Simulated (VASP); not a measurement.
**BN: single point with PBE**

The system is BN.

```
B N
1.0
     0.00000    1.79404    1.79404
     1.79404    0.00000    1.79404
     1.79404    1.79404    0.00000
B N
1 1
Direct
  0.00000 0.00000 0.00000
  0.75000 0.75000 0.75000
```

This cell differs from its parent crystal: volume scaled by 0.97.

```
Program             : VASP 6.6.1
Task                : single point
Functional          : PBE
Potentials or basis : VASP PAW PBE potentials, release 64 (B, N)
Cutoff              : 520 eV
k mesh              : 12 × 12 × 12
Occupations         : gaussian, width 0.02 eV
Spin                : no spin polarisation
```

```json
{
  "Pressure": "12.3 GPa",
  "Band gap on the k mesh": "4.48 eV, indirect (least direct gap 8.93 eV)"
}
```

Levels at points of the mesh, in eV from the valence-band top:
```
           k point  band 2  band 3  band 4  band 5  band 6  band 7
(0.00, 0.00, 0.00)    0.00    0.00    0.00    8.93    8.93    8.93
(0.50, 0.00, 0.00)  -10.90   -1.98   -1.98   10.44   10.83   10.83
(0.50, 0.50, 0.00)   -9.06   -5.02   -5.02    4.48    9.36   18.27
```

Run time: 4.4 s on 1 thread of Intel(R) Xeon(R) 6975P-C (Granite Rapids) (shared host), peak memory 0.12 GiB.

 A k mesh can miss the band edges.
